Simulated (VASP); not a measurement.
# AlAu (Pm-3m) in VASP: further runs

The runs below take AlAu through single point, with LDA.

Program: VASP 6.6.1. These are calculated values, not measurements. Logs are shortened: lines on timing, memory, paths and dates and some standing lists are left out, and cuts for length are marked.

## Step 1: The cell of the first run

Symmetry: Pm-3m, No. 221, cubic system. Conventional cell: a = 3.169 Å, b = 3.169 Å, c = 3.169 Å, α = 90.00°, β = 90.00°, γ = 90.00°. Within 3.6 Å of Al (site symmetry m-3m) lie 8 Au at 2.74 Å and 6 Al at 3.17 Å. Within 3.6 Å of Au (site symmetry m-3m) lie 8 Al at 2.74 Å and 6 Au at 3.17 Å.

## Step 2: Single point, LDA

File INCAR:

```
ALGO = Normal
EDIFF = 1E-6
ENCUT = 500
GGA_COMPAT = False
ISIF = 2
ISMEAR = 1
LASPH = True
LCHARG = False
LREAL = False
LWAVE = False
NBANDS = 14
NELM = 120
PREC = Accurate
SIGMA = 0.1
```

File KPOINTS:

```
k-points
0
Gamma
  9 9 9
```

File POSCAR:

```
AlAu
1.0
    3.1692883570      0.0000000000      0.0000000000
    0.0000000000      3.1692883570      0.0000000000
    0.0000000000      0.0000000000      3.1692883570
Al Au
1 1
Direct
    0.0000000000      0.0000000000      0.0000000000
    0.5000000000      0.5000000000      0.5000000000
```

Potentials or basis: VASP PAW LDA potentials, release 64 (Al, Au).

Run with:

```
> cat potpaw_LDA.64/Al/POTCAR potpaw_LDA.64/Au/POTCAR > POTCAR
> mpirun -np 1 vasp_std > vasp.out
```

OUTCAR:

```text
EDIFF = 1E-6
   ENCUT = 500
   ISIF = 2
   ISMEAR = 1
   LASPH = True
   LREAL = False
   NELM = 120
   PREC = Accurate

 ion  position               nearest neighbor table
   1  0.000  0.000  0.000-   2 2.74   2 2.74   2 2.74   2 2.74   2 2.74   2 2.74   2 2.74   2 2.74

   2  0.500  0.500  0.500-   1 2.74   1 2.74   1 2.74   1 2.74   1 2.74   1 2.74   1 2.74   1 2.74

  LATTYP: Found a simple cubic cell.
 ALAT       =     3.1692883570

  Lattice vectors:

 A1 = (   3.1692883570,   0.0000000000,   0.0000000000)
 A2 = (   0.0000000000,   3.1692883570,   0.0000000000)
 A3 = (   0.0000000000,   0.0000000000,   3.1692883570)

Analysis of symmetry for initial positions (statically):
=====================================================================
 Subroutine PRICEL returns:
 Original cell was already a primitive cell.

 Routine SETGRP: Setting up the symmetry group for a
 simple cubic supercell.

 Subroutine GETGRP returns: Found 48 space group operations
 (whereof 48 operations were pure point group operations)
 out of a pool of 48 trial point group operations.

The static configuration has the point symmetry O_h .

Analysis of symmetry for dynamics (positions and initial velocities):
=====================================================================
 Subroutine PRICEL returns:
 Original cell was already a primitive cell.

 Routine SETGRP: Setting up the symmetry group for a
 simple cubic supercell.

 Subroutine GETGRP returns: Found 48 space group operations
 (whereof 48 operations were pure point group operations)
 out of a pool of 48 trial point group operations.

The dynamic configuration has the point symmetry O_h .

 Subroutine INISYM returns: Found 48 space group operations
 (whereof 48 operations are pure point group operations),
 and found     1 'primitive' translations

----------------------------------------------------------------------------------------

                                     Primitive cell

  volume of cell :      31.8336

  direct lattice vectors                    reciprocal lattice vectors
     3.169288357  0.000000000  0.000000000     0.315528247  0.000000000  0.000000000
     0.000000000  3.169288357  0.000000000     0.000000000  0.315528247  0.000000000
     0.000000000  0.000000000  3.169288357     0.000000000  0.000000000  0.315528247

  length of vectors
     3.169288357  3.169288357  3.169288357     0.315528247  0.315528247  0.315528247
[... 90 lines left out ...]
   TEBEG  =    0.0;   TEEND  =   0.0 temperature during run
   PSTRESS=    0.0 pullay stress
   NELECT =      14.0000    total number of electrons
   NUPDOWN=      -1.0000    fix difference up-down
   EMIN   =  10.00;   EMAX   =-10.00  energy-range for DOS
   EFERMI =   0.00;   METHOD = LEGACY
   ISMEAR =     1;   SIGMA  =   0.10  broadening in eV -4-tet -1-fermi 0-gaus
   EFERMI_NEDOS =   21; number of points for ismear=-14 and -15
   IALGO  =     38    algorithm
   IMIX   =      4    mixing-type and parameters
     AMIX     =   0.40;   BMIX     =  1.00
     AMIX_MAG =   1.60;   BMIX_MAG =  1.00
  volume/ion in A,a.u.               =      15.92       107.41
  Fermi-wavevector in a.u.,A,eV,Ry     =   1.244961  2.352635 21.088050  1.549928
  Thomas-Fermi vector in A             =   2.379204
   LORBIT       =      0    0 simple, 1 ext, 2 COOP (PROOUT), +10 PAW based schemes
   GGA     = CA    functional components
   LHFCALC =     F    Hartree Fock is set to
   AEXX    =    0.0000 exact exchange contribution
   IVDW    =     0    specifies the selected vdW correction
   LEPSILON=     F    determine dielectric tensor
   LRPA    =     F    only Hartree local field effects (RPA)
 non-spin polarized calculation
 Methfessel and Paxton  Order N= 1 SIGMA  =   0.10
  energy-cutoff  :      500.00
  volume of cell :       31.83
 maximum number of plane-waves:       818
 NGX is ok and might be reduce to    24
   NGX = 11   NGY = 11   NGZ = 11

 number of electron      14.0000003 magnetization

 Free energy of the ion-electron system (eV)
  ---------------------------------------------------
  ext. energy  EPLUGINS =         0.00000000
  ---------------------------------------------------
  free energy    TOTEN  =        -9.22145688 eV

  energy without entropy =       -9.22146470  energy(sigma->0) =       -9.22145949

 E-fermi :  10.1165     XC(G=0): -11.9437

 val. band max:       10.0368954229   @ k =   0.3333   0.3333   0.0000
 cond. band min:      10.1626443039   @ k =   0.4444   0.4444   0.3333
 fundamental gap:      0.1257488810
 Fermi energy:        10.1164902429

 k-point     1 :       0.0000    0.0000    0.0000
  band No.  band energies     occupation
      1      -1.6667      2.00000
      2       3.1566      2.00000
      3       3.1566      2.00000
      4       5.2143      2.00000
      5       5.2143      2.00000
      6       5.2143      2.00000
      7      12.9519      0.00000
      8      12.9519      0.00000
      9      12.9519      0.00000
     10      17.2241      0.00000
     11      17.7170      0.00000
     12      17.7170      0.00000
     13      26.9524      0.00000
     14      26.9524      0.00000
[... 377 lines left out ...]
      1       1.9036      2.00000
      2       3.0972      2.00000
      3       4.0274      2.00000
      4       4.2813      2.00000
      5       4.9433      2.00000
      6       5.8673      2.00000
      7       7.4335      2.00000
      8      10.8686     -0.00000
      9      12.6058      0.00000
     10      16.1204      0.00000
     11      18.6407      0.00000
     12      20.0324      0.00000
     13      22.2103      0.00000
     14      23.9977      0.00000

 [... further k-points ...]

------------------------ aborting loop because EDIFF is reached ----------------------------------------

  FORCE on cell =-STRESS in cart. coord.  units (eV):
  Direction    XX          YY          ZZ          XY          YZ          ZX
  --------------------------------------------------------------------------------------
  -------------------------------------------------------------------------------------
  Total       -0.4375425     -0.4375425     -0.4375425      0.0000000      0.0000000     -0.0000000
  in kB      -22.0214329    -22.0214329    -22.0214329      0.0000000      0.0000000     -0.0000000
  external PRESSURE =     -22.0214329 kB  Pullay stress =       0.0000000 kB

 VOLUME and BASIS-vectors are now :
 -----------------------------------------------------------------------------
  energy-cutoff  :      500.00
  volume of cell :       31.83
      direct lattice vectors                 reciprocal lattice vectors
     3.169288357  0.000000000  0.000000000     0.315528247  0.000000000  0.000000000
     0.000000000  3.169288357  0.000000000     0.000000000  0.315528247  0.000000000
     0.000000000  0.000000000  3.169288357     0.000000000  0.000000000  0.315528247

 POSITION                                       TOTAL-FORCE (eV/Angst)
 -----------------------------------------------------------------------------------
      0.00000      0.00000      0.00000         0.000000      0.000000      0.000000
      1.58464      1.58464      1.58464         0.000000      0.000000      0.000000
 -----------------------------------------------------------------------------------
    total drift:                                0.000000     -0.000000     -0.000000

  FREE ENERGIE OF THE ION-ELECTRON SYSTEM (eV)
  ---------------------------------------------------
  free  energy   TOTEN  =        -9.2214568817 eV

  energy  without entropy=       -9.2214647013  energy(sigma->0) =       -9.22145949
```

It took 3.7 s on 1 thread of Intel Xeon 6975P-C (Granite Rapids), shared host; peak memory 0.13 GiB.

What came out:

| Property | Result |
| --- | --- |
| Free energy | -9.2215 eV |
| Pressure | -2.2 GPa |
| Band gap on the k mesh | zero (band 7 reaches 12.95 eV, above the bottom of band 8 at 9.32 eV) |

Caveat: spin-orbit coupling is left out, which moves the levels of the heavy elements.

## Step 3: Single point, LDA

This run uses another cell than the first one, of 16.42 Å³/atom, 1.032 times its volume.

File INCAR:

```
PREC     = Accurate       # precision mode
ENCUT    = 500            # plane-wave cutoff, eV
EDIFF    = 1E-6           # SCF threshold, eV
ISMEAR   = 1              # smearing method
SIGMA    = 0.1            # smearing width, eV
LREAL    = False          # projectors in reciprocal space
LASPH    = True           # aspherical terms in the spheres
NELM     = 120            # most SCF steps
ALGO     = Normal         # electronic algorithm
ISIF     = 2              # what is computed and relaxed
LWAVE    = False          # write WAVECAR
LCHARG   = False          # write CHGCAR
NBANDS   = 14             # bands
GGA_COMPAT= False
```

File KPOINTS:

```
Automatic mesh
0
Gamma
  9 9 9
```

File POSCAR:

```
AlAu
1.0
    3.2023041534      0.0000000000      0.0000000000
    0.0000000000      3.2023041534      0.0000000000
    0.0000000000      0.0000000000      3.2023041534
Al Au
1 1
Direct
    0.0000000000      0.0000000000      0.0000000000
    0.5000000000      0.5000000000      0.5000000000
```

Potentials or basis: VASP PAW LDA potentials, release 64 (Al, Au).

Run with:

```
> cat potpaw_LDA.64/Al/POTCAR potpaw_LDA.64/Au/POTCAR > POTCAR
> mpirun -np 1 vasp_std > vasp.out
```

Run time: 3.6 s. Hardware: 1 thread of Intel Xeon 6975P-C (Granite Rapids), shared host; peak memory 0.13 GiB.

The run converged. Its results:

| Item | Value |
| --- | --- |
| Free energy | -9.1955 eV |
| Pressure | -6.0 GPa |
| Band gap on the k mesh | zero (band 7 reaches 12.47 eV, above the bottom of band 8 at 8.84 eV) |

Levels at points of the mesh, in eV from the Fermi level:
| k point | band 4 | band 5 | band 6 | band 7 | band 8 | band 9 | band 10 | band 11 |
| --- | --- | --- | --- | --- | --- | --- | --- | --- |
| (0.00, 0.00, 0.00) | -4.71 | -4.71 | -4.71 | 2.90 | 2.90 | 2.90 | 6.82 | 7.61 |

Caveat: spin-orbit coupling is left out, which moves the levels of the heavy elements.

## Step 4: Single point, LDA

This run uses another cell than the first one, of 16.92 Å³/atom, 1.063 times its volume.

File INCAR:

```
PREC = Accurate
ENCUT = 500
EDIFF = 1E-6
ISMEAR = 1
SIGMA = 0.1
LREAL = False
LASPH = True
NELM = 120
ALGO = Normal
ISIF = 2
LWAVE = False
LCHARG = False
NBANDS = 14
GGA_COMPAT = False
```

File KPOINTS:

```
regular mesh
0
Gamma
  9 9 9
```

File POSCAR:

```
AlAu
1.0
    3.2346528494      0.0000000000      0.0000000000
    0.0000000000      3.2346528494      0.0000000000
    0.0000000000      0.0000000000      3.2346528494
Al Au
1 1
Direct
    0.0000000000      0.0000000000      0.0000000000
    0.5000000000      0.5000000000      0.5000000000
```

Run with:

```
> cat potpaw_LDA.64/Al/POTCAR potpaw_LDA.64/Au/POTCAR > POTCAR
> mpirun -np 1 vasp_std > vasp.out
```

Run time: 4.5 s. Hardware: 1 thread of Intel Xeon 6975P-C (Granite Rapids), shared host; peak memory 0.13 GiB.

The run converged. Its results:

| Property | Result |
| --- | --- |
| Free energy | -9.1480 eV |
| Pressure | -9.1 GPa |
| Band gap on the k mesh | zero (band 7 reaches 12.02 eV, above the bottom of band 8 at 8.39 eV) |

Levels at points of the mesh, in eV from the Fermi level:
```
           k point  band 4  band 5  band 6  band 7  band 8  band 9  band 10  band 11
(0.00, 0.00, 0.00)   -4.54   -4.54   -4.54    2.94    2.94    2.94     6.55     7.60
```

Caveat: spin-orbit coupling is left out, which moves the levels of the heavy elements.

## Step 5: The runs side by side

```csv
cell,gap on the mesh (eV),pressure (GPa)
"a = 3.169 Å, 2 atoms",none,-2.2
"a = 3.202 Å, 2 atoms",none,-6.0
"a = 3.235 Å, 2 atoms",none,-9.1
```

Alike in all rows: task single point; level LDA; potentials or basis VASP PAW LDA potentials, release 64 (Al, Au); no spin polarisation; k mesh 9 × 9 × 9; cutoff (eV) 500; smearing methfessel-paxton 0.1 eV.

Caveats: spin-orbit coupling is left out, which moves the levels of the heavy elements.

Absolute energies hang on the potentials; compare differences alone.
